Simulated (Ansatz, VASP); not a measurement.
# One calculation of K3Ag, two programs

File INCAR:

```
  PREC = Accurate
  ENCUT = 520
  EDIFF = 1E-6
  ISMEAR = -1
  SIGMA = 0.1
  LREAL = False
  LASPH = True
  NELM = 80
  ALGO = Normal
  ISIF = 2
  LWAVE = False
  LCHARG = True
  LELF = True
  LVHAR = True
  NBANDS = 27
```

File KPOINTS:

```
Automatic mesh
0
Gamma
  3 3 3
```

The input POSCAR:

```
K3Ag
1.0
    5.7953387800      0.0124791318      0.0534306509
    0.0124791318      5.7597782459      0.0550379631
    0.0534306509      0.0550379631      5.7775485296
K Ag
3 1
Direct
    0.5016300000      0.0004500000      0.9994000000
    0.9945700000      0.5052300000      0.9954500000
    0.9970100000      0.9971300000      0.5015300000
    0.4999400000      0.4975900000      0.4984600000
```

Input for Ansatz:

```yaml
crystal:
  lattice:
    - [5.795338779974913, 0.012479131847671143, 0.053430650918988756]
    - [0.012479131847671143, 5.7597782458617885, 0.055037963100968805]
    - [0.053430650918988756, 0.055037963100968805, 5.777548529612873]
  atoms:
    - { symbol: K, position: [0.50163, 0.00045, 0.9994] }
    - { symbol: K, position: [0.99457, 0.50523, 0.99545] }
    - { symbol: K, position: [0.99701, 0.99713, 0.50153] }
    - { symbol: Ag, position: [0.49994, 0.49759, 0.49846] }
basis:
  ecutwfc: 540.0
  xc_grid: 2
kpoints:
  mp_grid:
    grid: [3, 3, 3]
hamiltonian:
  xc: lda
scf:
  max_iter: 100
  convergence:
    dr2_threshold: 1.0e-09
  occupations:
    method: fermi_dirac
    width: 0.1
output:
  forces: true
  stress: true
```

Alike in both runs: task single point; functional LDA; k mesh 3 × 3 × 3; occupations fermi-dirac, width 0.1 eV; no spin polarisation.

```csv
,VASP,Ansatz
version,VASP 6.6.1,Ansatz 0.2.0
potentials or method,"VASP PAW LDA potentials, release 64 (K_sv, Ag), cutoff 520 eV","plane waves, PAW"
valence electrons in the cell,38,46
```

|  | VASP | Ansatz | Ansatz less VASP |
| --- | --- | --- | --- |
| pressure (GPa) | -1.0 | -1.0 | 0.00 |
| traceless stress, the component that is largest in VASP (GPa) | -0.06 | -0.06 | 0.000 |
| rms of the force components (eV/Å) | 0.023 | 0.023 | 0.0000 |

LDA's correlation is that of Perdew and Zunger in VASP and of Perdew and Wang (1992) in Ansatz. Atom by atom the forces differ by 0.000 eV/Å (rms over components). VASP's potentials hold 38 valence electrons a cell and Ansatz's 46, so a difference there can come from the potentials and not from the codes. Ansatz's warnings: stress scf threshold loose.

The k mesh is coarse, so the values compare programs but aren't converged.
